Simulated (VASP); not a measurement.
# SrO (P6_3/mmc) in VASP: notebook

SrO is run at these levels: r2SCAN; tasks: single point.

Program: VASP 6.6.1. These are calculated values, not measurements. Logs are shortened: lines on timing, memory, paths and dates and some standing lists are left out, and cuts for length are marked.

## Step 1: The cell of the first run

Symmetry: P6_3/mmc, No. 194, hexagonal system. Conventional cell: a = 3.481 Å, b = 3.481 Å, c = 6.090 Å, α = 90.00°, β = 90.00°, γ = 120.00°. Within 3.3 Å of Sr (site symmetry -6m2) lie 6 O at 2.52 Å. O (site symmetry -3m) has 6 Sr at 2.52 Å and 2 O at 3.05 Å within 3.3 Å.

## Step 2: Single point, r2SCAN

Input file POSCAR:

```
SrO
1.0
    3.4807516534      0.0000000000      0.0000000000
   -1.7403758267      3.0144193562      0.0000000000
    0.0000000000      0.0000000000      6.0903846125
Sr O
2 2
Direct
    0.6666666667      0.3333333333      0.7500000000
    0.3333333333      0.6666666667      0.2500000000
    0.0000000000      0.0000000000      0.5000000000
    0.0000000000      0.0000000000      0.0000000000
```

Input file INCAR.step1:

```
SYSTEM = SrO
  PREC = Accurate
  ENCUT = 520
  ISMEAR = -1
  SIGMA = 0.05
  LREAL = .FALSE.
  LASPH = .TRUE.
  NELM = 100
  NBANDS = 24
  GGA = PE
  ALGO = Normal
  EDIFF = 1E-4
  LWAVE = .TRUE.
  LCHARG = .FALSE.
```

Input file INCAR.step2:

```
SYSTEM = SrO
  PREC = Accurate
  ENCUT = 520
  EDIFF = 1E-7
  ISMEAR = -1
  SIGMA = 0.05
  LREAL = .FALSE.
  LASPH = .TRUE.
  NELM = 100
  ALGO = Normal
  ISIF = 2
  LWAVE = .FALSE.
  LCHARG = .TRUE.
  METAGGA = R2SCAN
  LMIXTAU = .TRUE.
  LELF = .TRUE.
  LVHAR = .TRUE.
  NBANDS = 24
  ISTART = 1
```

Input file KPOINTS:

```
regular mesh
0
G
  9 9 5
  0 0 0
```

Potentials or basis: VASP PAW PBE potentials, release 64 (Sr_sv, O).

Launch:

```sh
cat potpaw_PBE.64/Sr_sv/POTCAR potpaw_PBE.64/O/POTCAR > POTCAR
cp INCAR.step1 INCAR
mpirun -np 1 vasp_std > vasp.out
cp INCAR.step2 INCAR
mpirun -np 1 vasp_std > vasp.out
```

OUTCAR:

```text
SYSTEM = SrO
   PREC = Accurate
   ENCUT = 520
   EDIFF = 1E-7
   ISMEAR = -1
   LREAL = .FALSE.
   LASPH = .TRUE.
   NELM = 100
   ISIF = 2
   METAGGA = R2SCAN
   ISTART = 1

 ion  position               nearest neighbor table
   1  0.667  0.333  0.750-   3 2.52   4 2.52   3 2.52   4 2.52   3 2.52   4 2.52   2 3.65   2 3.65
                             2 3.65   2 3.65   2 3.65   2 3.65   2 5.04   2 5.04   2 5.04   2 5.04
   2  0.333  0.667  0.250-   3 2.52   4 2.52   3 2.52   4 2.52   3 2.52   4 2.52   1 3.65   1 3.65
                             1 3.65   1 3.65   1 3.65   1 3.65   1 5.04   1 5.04   1 5.04   1 5.04
   3  0.000  0.000  0.500-   1 2.52   2 2.52   1 2.52   2 2.52   1 2.52   2 2.52
   4  0.000  0.000  0.000-   1 2.52   2 2.52   1 2.52   2 2.52   1 2.52   2 2.52

  LATTYP: Found a hexagonal cell.
 ALAT       =     3.4807516534
 C/A-ratio  =     1.7497325920

  Lattice vectors:

 A1 = (   3.4807516534,   0.0000000000,   0.0000000000)
 A2 = (  -1.7403758267,   3.0144193562,   0.0000000000)
 A3 = (   0.0000000000,   0.0000000000,   6.0903846125)

Analysis of symmetry for initial positions (statically):
=====================================================================
 Subroutine PRICEL returns:
 Original cell was already a primitive cell.

 Routine SETGRP: Setting up the symmetry group for a
 hexagonal supercell.

 Subroutine GETGRP returns: Found 24 space group operations
 (whereof 12 operations were pure point group operations)
 out of a pool of 24 trial point group operations.

The static configuration has the point symmetry D_3d.
 The point group associated with its full space group is D_6h.

Analysis of symmetry for dynamics (positions and initial velocities):
=====================================================================
 Subroutine PRICEL returns:
 Original cell was already a primitive cell.

 Routine SETGRP: Setting up the symmetry group for a
 hexagonal supercell.

 Subroutine GETGRP returns: Found 24 space group operations
 (whereof 12 operations were pure point group operations)
 out of a pool of 24 trial point group operations.

The dynamic configuration has the point symmetry D_3d.
 The point group associated with its full space group is D_6h.

 Subroutine INISYM returns: Found 24 space group operations
 (whereof 12 operations are pure point group operations),
 and found     1 'primitive' translations

----------------------------------------------------------------------------------------

                                     Primitive cell

  volume of cell :      63.9030

  direct lattice vectors                    reciprocal lattice vectors
     3.480751653  0.000000000  0.000000000     0.287294268  0.165869423  0.000000000
    -1.740375827  3.014419356  0.000000000     0.000000000  0.331738846  0.000000000
     0.000000000  0.000000000  6.090384613     0.000000000  0.000000000  0.164193243

  length of vectors
     3.480751653  3.480751653  6.090384613     0.331738846  0.331738846  0.164193243

  position of ions in fractional coordinates (direct lattice)
     0.666666667  0.333333333  0.750000000
     0.333333333  0.666666667  0.250000000
     0.000000000  0.000000000  0.500000000
     0.000000000  0.000000000  0.000000000

  ion indices of the primitive-cell ions
   primitive index   ion index
                 1           1
                 2           2
                 3           3
                 4           4

----------------------------------------------------------------------------------------

 KPOINTS: regular mesh

Automatic generation of k-mesh.
 Grid dimensions read from file:
 generate k-points for:    9    9    5

 Generating k-lattice:

  Cartesian coordinates                     Fractional coordinates (reciprocal lattice)
     0.031921585  0.018429936  0.000000000     0.111111111 -0.000000000  0.000000000
     0.000000000  0.036859872  0.000000000     0.000000000  0.111111111  0.000000000
     0.000000000  0.000000000  0.032838649     0.000000000  0.000000000  0.200000000

  Length of vectors
     0.036859872  0.036859872  0.032838649

  Shift w.r.t. Gamma in fractional coordinates (k-lattice)
     0.000000000  0.000000000  0.000000000

 Subroutine IBZKPT returns following result:
 ===========================================

 Found     36 irreducible k-points:

 Following reciprocal coordinates:
            Coordinates               Weight
  0.000000  0.000000  0.000000      1.000000
  0.111111 -0.000000  0.000000      6.000000
  0.222222  0.000000  0.000000      6.000000
  0.333333  0.000000  0.000000      6.000000
  0.444444  0.000000  0.000000      6.000000
  0.111111  0.111111  0.000000      6.000000
[... 16 lines left out ...]
  0.333333  0.222222  0.200000     24.000000
  0.333333  0.333333  0.200000      4.000000
 [... further k-points ...]
   k-points           NKPTS =     36   k-points in BZ     NKDIM =     36   number of bands    NBANDS=     24
   number of dos      NEDOS =    301   number of ions     NIONS =      4
   total plane-waves  NPLWV =  37632
   dimension x,y,z NGX =    28 NGY =   28 NGZ =   48
   dimension x,y,z NGXF=    56 NGYF=   56 NGZF=   96
   ions per type =               2   2
   NGX,Y,Z   is equivalent  to a cutoff of  13.37, 13.37, 13.10 a.u.
   NGXF,Y,Z  is equivalent  to a cutoff of  26.75, 26.75, 26.20 a.u.
 SYSTEM =  SrO
   PREC   = accura    normal or accurate (medium, high low for compatibility)
   ISTART =      1    job   : 0-new  1-cont  2-samecut
   ICHARG =      0    charge: 1-file 2-atom 10-const
   ISPIN  =      1    spin polarized calculation?
   LNONCOLLINEAR =      F non collinear calculations
   LSORBIT =      F    spin-orbit coupling
   LASPH  =      T    aspherical Exc in radial PAW
   ENCUT  =  520.0 eV  38.22 Ry    6.18 a.u.   6.47  6.47 11.32*2*pi/ulx,y,z
   NELM   =    100;   NELMIN=  2; NELMDL=  0     # of ELM steps
   EDIFF  = 0.1E-06   stopping-criterion for ELM
   LREAL  =      F    real-space projection
   EDIFFG = 0.1E-05   stopping-criterion for IOM
   NSW    =      0    number of steps for IOM
   IBRION =     -1    ionic relax: 0-MD 1-quasi-New 2-CG
   NFREE  =      0    steps in history (QN), initial steepest desc. (CG)
   ISIF   =      2    stress and relaxation
   ISYM   =      2    0-nonsym 1-usesym 2-fastsym
   POTIM  = 0.5000    time-step for ionic-motion
   TEBEG  =    0.0;   TEEND  =   0.0 temperature during run
   PSTRESS=    0.0 pullay stress
   NELECT =      32.0000    total number of electrons
   NUPDOWN=      -1.0000    fix difference up-down
   EMIN   =  10.00;   EMAX   =-10.00  energy-range for DOS
   EFERMI =   0.00;   METHOD = LEGACY
   ISMEAR =    -1;   SIGMA  =   0.05  broadening in eV -4-tet -1-fermi 0-gaus
   EFERMI_NEDOS =   21; number of points for ismear=-14 and -15
   IALGO  =     38    algorithm
   IMIX   =      4    mixing-type and parameters
     AMIX     =   0.40;   BMIX     =  1.00
     AMIX_MAG =   1.60;   BMIX_MAG =  1.00
  volume/ion in A,a.u.               =      15.98       107.81
  Fermi-wavevector in a.u.,A,eV,Ry     =   1.300023  2.456687 22.994657  1.690060
  Thomas-Fermi vector in A             =   2.431249
   LORBIT       =      0    0 simple, 1 ext, 2 COOP (PROOUT), +10 PAW based schemes
   METAGGA = R2SCAN    functional components
   LHFCALC =     F    Hartree Fock is set to
   AEXX    =    0.0000 exact exchange contribution
   IVDW    =     0    specifies the selected vdW correction
   LEPSILON=     F    determine dielectric tensor
   LRPA    =     F    only Hartree local field effects (RPA)
 non-spin polarized calculation
  energy-cutoff  :      520.00
  volume of cell :       63.90
 maximum number of plane-waves:      1741
 NGX is ok and might be reduce to    28
   NGX = 13   NGY = 13   NGZ = 23

 number of electron      32.0000006 magnetization

 Free energy of the ion-electron system (eV)
  ---------------------------------------------------
  ext. energy  EPLUGINS =         0.00000000
  ---------------------------------------------------
  free energy    TOTEN  =       -53.66232769 eV

  energy without entropy =      -53.66232769  energy(sigma->0) =      -53.66232769

 E-fermi :   3.2699     XC(G=0): -10.9007

 val. band max:        2.2542187118   @ k =   0.0000   0.0000   0.0000
 cond. band min:       5.7908877593   @ k =   0.4444   0.0000   0.0000
 fundamental gap:      3.5366690475
 Fermi energy:         3.2699112154

 k-point     1 :       0.0000    0.0000    0.0000
  band No.  band energies     occupation
      1     -31.6827      2.00000
      2     -31.5376      2.00000
      3     -15.8907      2.00000
      4     -14.3793      2.00000
      5     -12.6660      2.00000
      6     -12.6660      2.00000
[... 16 lines left out ...]
     23      10.4475      0.00000
     24      11.4405      0.00000

 k-point     2 :       0.1111   -0.0000    0.0000
  band No.  band energies     occupation
      1     -31.6617      2.00000
      2     -31.5250      2.00000
      3     -15.7856      2.00000
      4     -14.6079      2.00000
      5     -12.8047      2.00000
      6     -12.7220      2.00000
[... 16 lines left out ...]
     23      10.6813      0.00000
     24      11.1264      0.00000

 k-point     3 :       0.2222    0.0000    0.0000
  band No.  band energies     occupation
      1     -31.6069      2.00000
      2     -31.4939      2.00000
      3     -15.4838      2.00000
      4     -15.0725      2.00000
      5     -13.1237      2.00000
      6     -12.8343      2.00000
[... 16 lines left out ...]
     23      11.1968      0.00000
     24      11.2822      0.00000
[... 514 lines left out ...]
 k-point    23 :       0.3333    0.2222    0.2000
  band No.  band energies     occupation
      1     -31.4654      2.00000
      2     -31.4419      2.00000
      3     -15.6882      2.00000
      4     -14.6580      2.00000
      5     -13.3645      2.00000
      6     -13.3443      2.00000
[... 16 lines left out ...]
     23      12.4700      0.00000
     24      12.9163      0.00000

 k-point    24 :       0.3333    0.3333    0.2000
  band No.  band energies     occupation
      1     -31.4449      2.00000
      2     -31.4449      2.00000
      3     -15.7071      2.00000
      4     -14.5334      2.00000
      5     -13.4628      2.00000
      6     -13.4628      2.00000
[... 16 lines left out ...]
     23      12.7993      0.00000
     24      12.7993      0.00000

 [... further k-points ...]
[... 5 lines left out ...]
  --------------------------------------------------------------------------------------
  -------------------------------------------------------------------------------------
  Total        2.4785147      2.4785147      2.9072303      0.0000000     -0.0000000     -0.0000000
  in kB       62.1413451     62.1413451     72.8901086      0.0000000     -0.0000000     -0.0000000
  external PRESSURE =      65.7242663 kB  Pullay stress =       0.0000000 kB

 VOLUME and BASIS-vectors are now :
 -----------------------------------------------------------------------------
  energy-cutoff  :      520.00
  volume of cell :       63.90
      direct lattice vectors                 reciprocal lattice vectors
     3.480751653  0.000000000  0.000000000     0.287294268  0.165869423  0.000000000
    -1.740375827  3.014419356  0.000000000     0.000000000  0.331738846  0.000000000
     0.000000000  0.000000000  6.090384613     0.000000000  0.000000000  0.164193243

 POSITION                                       TOTAL-FORCE (eV/Angst)
 -----------------------------------------------------------------------------------
      1.74038      1.00481      4.56779         0.000000     -0.000000     -0.000000
     -0.00000      2.00961      1.52260        -0.000000      0.000000      0.000000
      0.00000      0.00000      3.04519        -0.000000      0.000000      0.000000
      0.00000      0.00000      0.00000        -0.000000      0.000000      0.000000
 -----------------------------------------------------------------------------------
    total drift:                               -0.000000      0.000000     -0.000000

  FREE ENERGIE OF THE ION-ELECTRON SYSTEM (eV)
  ---------------------------------------------------
  free  energy   TOTEN  =       -53.6623276871 eV

  energy  without entropy=      -53.6623276871  energy(sigma->0) =      -53.66232769
```

Run time: 5.9 min. Hardware: 1 thread of Intel Xeon 8259CL, shared host; peak memory 0.23 GiB.

What came out:

```yaml
Free_energy: -53.6623 eV
Pressure: 6.6 GPa
Band_gap_on_the_k_mesh: 3.54 eV (least direct gap 3.80 eV)
```

Levels at points of the mesh, in eV from the valence-band top:
```
           k point  band 13  band 14  band 15  band 16  band 17  band 18  band 19  band 20
(0.00, 0.00, 0.00)    -1.14    -0.90    -0.90     0.00     4.05     5.61     5.73     6.87
```

Caveat: the cell stands under pressure; the PAW data sets were made with another functional, which shifts forces and pressure a little. A k mesh can miss the band edges.

(Part 1 of 2 ends here.)
